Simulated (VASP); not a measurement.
**FeP2H4O2: single point with PBE**

The system is FeP2H4O2.

```
CELL_PARAMETERS angstrom
3.43634 3.98141 0.00000
3.43634 -3.98141 0.00000
0.48674 0.00000 -3.37774
ATOMIC_POSITIONS crystal
O 0.24190 0.75810 0.00000
O 0.75810 0.24190 0.00000
Fe 0.00000 0.00000 0.00000
H 0.38660 0.77040 0.85580
H 0.22960 0.61340 0.14420
H 0.61340 0.22960 0.14420
H 0.77040 0.38660 0.85580
P 0.23810 0.23810 0.43960
P 0.76190 0.76190 0.56040
```

| Property | Result |
| --- | --- |
| Program | VASP 6.6.1 |
| Task | single point |
| Functional | PBE |
| Potentials or basis | VASP PAW PBE potentials, release 64 (O, Fe, H, P) |
| Cutoff | 520 eV |
| k mesh | 5 × 5 × 7 |
| Occupations | methfessel-paxton, width 0.2804 eV |
| Spin | no spin polarisation |
| Dipole correction | no |
| k mesh for the DOS | 8 × 8 × 11 |
| Occupations for the DOS | tetrahedron |
| Further INCAR settings | ALGO = Normal; EDIFF = 1e-07; NBANDS = 27 |

```yaml
Valence_electrons_inside_the_program's_atomic_spheres: O 5.45; Fe 7.28; H 1.02; P 2.43
```

Levels at points of the mesh, in eV from the Fermi level:
| k point | band 15 | band 16 | band 17 | band 18 | band 19 | band 20 |
| --- | --- | --- | --- | --- | --- | --- |
| (0.00, 0.00, 0.00) | -0.40 | 0.16 | 0.18 | 0.86 | 1.20 | 2.11 |
| (0.50, 0.00, 0.00) | -0.61 | -0.40 | -0.34 | 0.20 | 0.92 | 2.13 |
| (0.50, 0.50, 0.00) | -0.85 | -0.41 | 0.41 | 1.19 | 1.20 | 1.32 |

It took 7.6 min on 1 thread of AMD EPYC 7R43 64-Core Processor (Zen 3) (shared host), peak memory 0.52 GiB.

Caveat: so wide a smearing shifts energies and pressures; the run has no spin polarisation, though such a crystal can be magnetic. Spin polarisation is off, so any magnetic state and its effect on volume and gap are missing.
